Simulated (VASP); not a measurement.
# Al32H (a cell with a defect) in VASP: single point with PBE+D3(BJ)

Aim: the single point of Al32H (a cell with a defect) with PBE+D3(BJ).

All numbers are computed with VASP 6.6.1; they aren't measurements. Logs are shortened: lines on timing, memory, paths and dates and some standing lists are left out, and cuts for length are marked.

### Step 1. The cell of the first run

The cell holds a defect, 33 atoms: a = 8.100 Å, b = 8.100 Å, c = 8.100 Å, α = 90.00°, β = 90.00°, γ = 90.00°.

### Step 2. Single point, PBE+D3(BJ)

The input, INCAR:

```
SYSTEM = Al32H
PREC = Accurate ; ENCUT = 520
EDIFF = 1E-6 ; ISMEAR = -1
SIGMA = 0.1 ; LREAL = Auto
LASPH = .True. ; NELM = 100
ALGO = Normal ; ISIF = 2
LWAVE = .False. ; LCHARG = .False.
GGA = PE ; IVDW = 12
NBANDS = 70
```

The input, KPOINTS:

```
Automatic mesh
0
Gamma
  2 2 2
  0 0 0
```

The input, POSCAR:

```
Al32H
1.0
    8.1000000000      0.0000000000      0.0000000000
    0.0000000000      8.1000000000      0.0000000000
    0.0000000000      0.0000000000      8.1000000000
Al H
32 1
Direct
    0.4998228139      0.0025489215     -0.0026589271
    0.7505878678      0.2474079324     -0.0026900173
    0.7494334390     -0.0010840079      0.2506560176
   -0.0005501247     -0.0008211180      0.0006391170
    0.2511018920      0.2508308151      0.0007083313
    0.5011459565      0.5008817613      0.0008688233
    0.7493946594      0.7491365826      0.0008625795
    0.2476005793      0.0025579140      0.2495834807
    0.5011241514      0.2510971078      0.2507239789
    0.7595237948      0.4908459901      0.2406159335
    0.5011356391     -0.0010714693      0.4989579549
    0.7493849513      0.2510976590      0.4989888952
    0.7505056405      0.0025495606      0.7524530674
    0.0027471272      0.4995581485     -0.0026832948
    0.2476056507      0.7503270667     -0.0026646043
    0.0027510265      0.2474110582      0.2494667066
    0.2514468160      0.5008002782      0.2506650043
    0.4911489306      0.7591903666      0.2406134216
    0.0027133719      0.0025390669      0.5002690177
    0.2475597900      0.2473890289      0.5001935975
    0.4909563027      0.4906478100      0.5091658053
    0.7594649644      0.7591300954      0.5089123551
    0.2511382296     -0.0009244807      0.7489517546
    0.4998635730      0.2473908461      0.7525005785
    0.7494248545      0.5007998356      0.7486862292
   -0.0007217032      0.7491196987      0.2507118922
   -0.0007289834      0.5008792047      0.4989501776
    0.2514306516      0.7491386928      0.4990006076
   -0.0005941020      0.2508051895      0.7490131310
    0.2475563851      0.4997150529      0.7525053333
    0.5011121756      0.7491196221      0.7487036447
    0.0027171698      0.7503618319      0.7524447812
    0.6252138090      0.6249662379      0.3748669262
```

Potentials or basis: VASP PAW PBE potentials, release 64 (Al, H).

Run with:

```
$ cat potpaw_PBE.64/Al/POTCAR potpaw_PBE.64/H/POTCAR > POTCAR
$ mpirun -np 1 vasp_std > vasp.out
```

OUTCAR:

```text
SYSTEM = Al32H
   PREC = Accurate
   ENCUT = 520
   EDIFF = 1E-6
   ISMEAR = -1
   LREAL = Auto
   LASPH = .True.
   NELM = 100
   ISIF = 2
   GGA = PE
   IVDW = 12
 IVDW          = 12

 ion  position               nearest neighbor table
   1  0.500  0.003  0.997-  18 2.79  24 2.80  13 2.84   2 2.84   5 2.85  23 2.85   9 2.87  31 2.88
                             3 2.88   7 2.88  15 2.89   8 2.89
   2  0.751  0.247  0.997-  10 2.79  13 2.80  24 2.84   1 2.84   4 2.85  29 2.85   3 2.87  25 2.88
                             9 2.88   6 2.88  14 2.89  16 2.89
   3  0.749  0.999  0.251-  11 2.84  18 2.86  22 2.86   7 2.86  26 2.86   4 2.86   9 2.87  12 2.87
                            16 2.87   2 2.87  19 2.88   1 2.88
   4  0.999  0.999  0.001-  15 2.85  32 2.85  16 2.85   2 2.85   8 2.85  13 2.85   3 2.86   7 2.86
                            26 2.86  29 2.88   5 2.88  23 2.88
   5  0.251  0.251  0.001-  24 2.85   1 2.85  14 2.85  30 2.85  16 2.85   8 2.85  17 2.86   9 2.86
                             6 2.86   4 2.88  29 2.88  23 2.88
   6  0.501  0.501  0.001-   7 2.84  18 2.86  10 2.86  17 2.86   9 2.86   5 2.86  31 2.87  25 2.87
                            24 2.87  30 2.88   2 2.88  15 2.88
   7  0.749  0.749  0.001-   6 2.84  18 2.86  10 2.86   3 2.86  26 2.86   4 2.86  31 2.87  25 2.87
                            32 2.87  13 2.87  14 2.88   1 2.88
   8  0.248  0.003  0.250-  18 2.79  16 2.80  20 2.84  19 2.84   4 2.85   5 2.85  26 2.87   9 2.88
                            28 2.88  11 2.88   1 2.89  15 2.89
   9  0.501  0.251  0.251-  12 2.84  21 2.86  10 2.86  17 2.86   6 2.86   5 2.86  11 2.87   3 2.87
[... 32 lines left out ...]
                            14 2.88   2 2.88  32 2.88  24 2.88
  26  0.999  0.749  0.251-  27 2.84  22 2.86  10 2.86   3 2.86   7 2.86   4 2.86  28 2.87  17 2.87
                            15 2.87   8 2.87  14 2.88  19 2.88
  27  0.999  0.501  0.499-  26 2.84  22 2.86  10 2.86  25 2.86  12 2.86  29 2.86  28 2.87  17 2.87
                            20 2.87  30 2.87  16 2.88  32 2.88
  28  0.251  0.749  0.499-  17 2.84  21 2.86  18 2.86  31 2.86  11 2.86  23 2.86  27 2.87  26 2.87
                            19 2.88  32 2.88   8 2.88  30 2.88
  29  0.999  0.251  0.749-  20 2.85  19 2.85  14 2.85  30 2.85   2 2.85  13 2.85  25 2.86  12 2.86
                            27 2.86   4 2.88   5 2.88  23 2.88
  30  0.248  0.500  0.753-  21 2.79  14 2.80  15 2.84  32 2.84  29 2.85   5 2.85  27 2.87   6 2.88
                            28 2.88  31 2.88  24 2.89  20 2.89
  31  0.501  0.749  0.749-  25 2.84  21 2.86  22 2.86  28 2.86  11 2.86  23 2.86   6 2.87   7 2.87
                             1 2.88  15 2.88  13 2.88  30 2.88
  32  0.003  0.750  0.752-  22 2.79  15 2.81  30 2.84  14 2.84   4 2.85  23 2.85   7 2.87  28 2.88
                            25 2.88  27 2.88  19 2.89  13 2.89
  33  0.625  0.625  0.375-  22 1.88  18 1.88  10 1.88  21 1.88

  LATTYP: Found a simple cubic cell.
 ALAT       =     8.1000000000

  Lattice vectors:

 A1 = (   8.1000000000,   0.0000000000,   0.0000000000)
 A2 = (   0.0000000000,   8.1000000000,   0.0000000000)
 A3 = (   0.0000000000,   0.0000000000,   8.1000000000)

Analysis of symmetry for initial positions (statically):
[... 185 lines left out ...]
   ISMEAR =    -1;   SIGMA  =   0.10  broadening in eV -4-tet -1-fermi 0-gaus
   EFERMI_NEDOS =   21; number of points for ismear=-14 and -15
   IALGO  =     38    algorithm
   IMIX   =      4    mixing-type and parameters
     AMIX     =   0.40;   BMIX     =  1.00
     AMIX_MAG =   1.60;   BMIX_MAG =  1.00
  volume/ion in A,a.u.               =      16.10       108.68
  Fermi-wavevector in a.u.,A,eV,Ry     =   0.928639  1.754874 11.733269  0.862371
  Thomas-Fermi vector in A             =   2.054837
   LORBIT       =      0    0 simple, 1 ext, 2 COOP (PROOUT), +10 PAW based schemes
   GGA     = PE    functional components
   LHFCALC =     F    Hartree Fock is set to
   AEXX    =    0.0000 exact exchange contribution
   IVDW    =    12    specifies the selected vdW correction
   LEPSILON=     F    determine dielectric tensor
   LRPA    =     F    only Hartree local field effects (RPA)
 non-spin polarized calculation
  energy-cutoff  :      520.00
  volume of cell :      531.44
 maximum number of plane-waves:     14400
   NGX = 31   NGY = 31   NGZ = 31

 number of electron      96.9999998 magnetization

 Free energy of the ion-electron system (eV)
  ---------------------------------------------------
  ext. energy  EPLUGINS =         0.00000000
  ---------------------------------------------------
  free energy    TOTEN  =      -122.87320664 eV

  energy without entropy =     -122.29230923  energy(sigma->0) =     -122.58275793

 E-fermi :   7.6252     XC(G=0): -10.1932

 val. band max:        7.6224180575   @ k =   0.0000   0.5000   0.0000
 cond. band min:       7.6265711793   @ k =   0.5000   0.0000   0.0000
 fundamental gap:      0.0041531217
 Fermi energy:         7.6252422157

 k-point     1 :       0.0000    0.0000    0.0000
  band No.  band energies     occupation
      1      -3.2687      2.00000
      2      -1.5910      2.00000
      3      -0.9237      2.00000
      4      -0.9231      2.00000
      5      -0.9230      2.00000
      6      -0.9217      2.00000
[... 493 lines left out ...]
     59      11.2421      0.00000
     60      11.2424      0.00000
 [bands above 60 left out]

------------------------ aborting loop because EDIFF is reached ----------------------------------------

 Edisp (eV)  -10.83668

 E8    (eV) :    -4.8259

  FORCE on cell =-STRESS in cart. coord.  units (eV):
  Direction    XX          YY          ZZ          XY          YZ          ZX
  --------------------------------------------------------------------------------------
  -------------------------------------------------------------------------------------
  Total     -10.09238   -10.09299   -10.09142    -0.00127     0.00411    -0.00155
  in kB     -30.42630   -30.42815   -30.42341    -0.00382     0.01239    -0.00468
  external pressure =      -30.43 kB  Pullay stress =        0.00 kB

 VOLUME and BASIS-vectors are now :
 -----------------------------------------------------------------------------
  energy-cutoff  :      520.00
  volume of cell :      531.44
      direct lattice vectors                 reciprocal lattice vectors
     8.100000000  0.000000000  0.000000000     0.123456790  0.000000000  0.000000000
     0.000000000  8.100000000  0.000000000     0.000000000  0.123456790  0.000000000
     0.000000000  0.000000000  8.100000000     0.000000000  0.000000000  0.123456790

 POSITION                                       TOTAL-FORCE (eV/Angst)
 -----------------------------------------------------------------------------------
      4.04856      0.02065      8.07846         0.000067      0.004409     -0.004606
      6.07976      2.00400      8.07821        -0.001414     -0.004474     -0.005726
      6.07041      8.09122      2.03031        -0.003902     -0.006261      0.004064
      8.09554      8.09335      0.00518        -0.005748     -0.005941      0.006147
      2.03393      2.03173      0.00574         0.003435      0.004193      0.004366
      4.05928      4.05714      0.00704         0.003626      0.003582      0.005359
[... 25 lines left out ...]
      0.02201      6.07793      6.09480         0.006291     -0.001126      0.003691
      5.06423      5.06223      3.03642        -0.000322     -0.002700     -0.000044
 -----------------------------------------------------------------------------------
    total drift:                                0.010174      0.004301     -0.007054

  FREE ENERGIE OF THE ION-ELECTRON SYSTEM (eV)
  ---------------------------------------------------
  free  energy   TOTEN  =      -133.7098852741 eV

  energy  without entropy=     -133.1289878708  energy(sigma->0) =     -133.41943657
```

stdout:

```text
POSCAR found type information on POSCAR AlH
 POSCAR found :  2 types and      33 ions
 scaLAPACK will be used
 LDA part: xc-table for (Slater+PW92), standard interpolation
 POSCAR, INCAR and KPOINTS ok, starting setup
 FFT: planning ... GRIDC
 FFT: planning ... GRID_SOFT
 FFT: planning ... GRID
 WAVECAR not read
 entering main loop
```

Run time: 3.2 min. Hardware: 1 thread of Intel Xeon 6975P-C (Granite Rapids), shared host; peak memory 0.55 GiB.

Results:

| Item | Value |
| --- | --- |
| Free energy | -133.7099 eV |
| Pressure | -3.0 GPa |
| Largest force | 0.010 eV/Å |
| Band gap on the k mesh | zero (an odd number of electrons rules out a gap without spin polarisation) |
| Dispersion energy per atom | -0.328 eV |

Forces on the atoms (eV/Å):
```
Al   0.000  0.004 -0.005
Al  -0.001 -0.004 -0.006
Al  -0.004 -0.006  0.004
Al  -0.006 -0.006  0.006
Al   0.003  0.004  0.004
Al   0.004  0.004  0.005
Al  -0.004 -0.004  0.007
Al  -0.002  0.004 -0.001
Al   0.005  0.005  0.003
Al   0.001 -0.006 -0.003
Al   0.005 -0.005 -0.004
Al  -0.003  0.005 -0.004
Al   0.001  0.004  0.003
Al   0.006  0.002 -0.005
Al  -0.003  0.000 -0.006
Al   0.006 -0.004  0.002
Al   0.004  0.005  0.004
Al  -0.006  0.005 -0.005
Al   0.006  0.005 -0.002
Al  -0.003 -0.004  0.001
Al  -0.004 -0.001  0.002
Al   0.005  0.006  0.007
Al   0.003 -0.003 -0.003
Al  -0.001 -0.004  0.003
Al  -0.003  0.005 -0.004
Al  -0.007 -0.003  0.003
Al  -0.006  0.003 -0.003
Al   0.003 -0.004 -0.005
Al  -0.005  0.005 -0.004
Al  -0.003 -0.001  0.004
Al   0.005 -0.005 -0.003
Al   0.006 -0.001  0.004
H    0.000 -0.003  0.000
```

Caveat: the k points lie up to 0.39 Å⁻¹ apart, too coarse for converged energies and pressures of a metal.
